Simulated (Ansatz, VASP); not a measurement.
## Two plane-wave programs on Rh

The input INCAR:

```
SYSTEM = Rh
PREC     = Accurate       ! precision mode
ENCUT    = 520            ! plane-wave cutoff, eV
EDIFF    = 1E-6           ! SCF threshold, eV
ISMEAR   = -1             ! smearing method
SIGMA    = 0.1            ! smearing width, eV
LREAL    = .False.        ! projectors in reciprocal space
LASPH    = .True.         ! aspherical terms in the spheres
NELM     = 60             ! most SCF steps
ALGO     = Normal         ! electronic algorithm
ISIF     = 2              ! what is computed and relaxed
LWAVE    = .False.        ! write WAVECAR
LCHARG   = .False.        ! write CHGCAR
GGA      = RP             ! functional
NBANDS   = 22             ! bands
```

KPOINTS

```
regular mesh
0
Gamma
  15 15 8
  0 0 0
```

POSCAR

```
Rh
1.0
    2.8484910700      0.0000000000      0.0000000000
   -1.4242455350      2.4668656291      0.0000000000
    0.0000000000      0.0000000000      4.5884316968
Rh
2
Direct
    0.3333333333      0.6666666667      0.2500000000
    0.6666666667      0.3333333333      0.7500000000
```

Input for Ansatz:

```yaml
crystal:
  lattice:
    - [2.84849107, 0.0, 0.0]
    - [-1.424245535, 2.4668656291, 0.0]
    - [0.0, 0.0, 4.5884316968]
  atoms:
    - { symbol: Rh, position: [0.3333333333, 0.6666666667, 0.25] }
    - { symbol: Rh, position: [0.6666666667, 0.3333333333, 0.75] }
hamiltonian:
  xc: rpbe
  pseudopotentials:
    kind: paw
    azcp:
      Rh: "pseudopotentials/Rh.paw.azcp"
basis:
  ecutwfc: 420
  fft_grid_basis: typed
kpoints:
  mp_grid: { grid: [15, 15, 8], shift: [0, 0, 0] }
magnetization:
  spin_polarized: false
scf:
  occupations: { method: fermi_dirac, width: 0.1 }
  lower_state_search: "off"
output:
  stress: true
  write_density: true
  write_potential: true
  elf: true
  volumetric_format: npy
```

Alike in both runs: task single point; functional RPBE; k mesh 15 × 15 × 8; occupations fermi-dirac, width 0.1 eV; no spin polarisation.

```csv
,VASP,Ansatz
version,VASP 6.6.1,Ansatz 0.2.0
potentials or method,"VASP PAW PBE potentials, release 64 (Rh_pv), cutoff 520 eV","plane waves (420 eV) with PAW, scalar-relativistic"
valence electrons in the cell,30,34
```

Ansatz gave:

| Property | Result |
| --- | --- |
| pressure (GPa) | -19.5 |
| traceless stress, the component that is largest in VASP (GPa) | -0.55 |

What did VASP give for the same quantities?

Pressure (GPa): -19.4; traceless stress, the component that is largest in VASP (GPa): -0.53.

VASP's potentials were made for PBE, not for RPBE. VASP's potentials hold 30 valence electrons a cell and Ansatz's 34, so a difference there can come from the potentials and not from the codes.
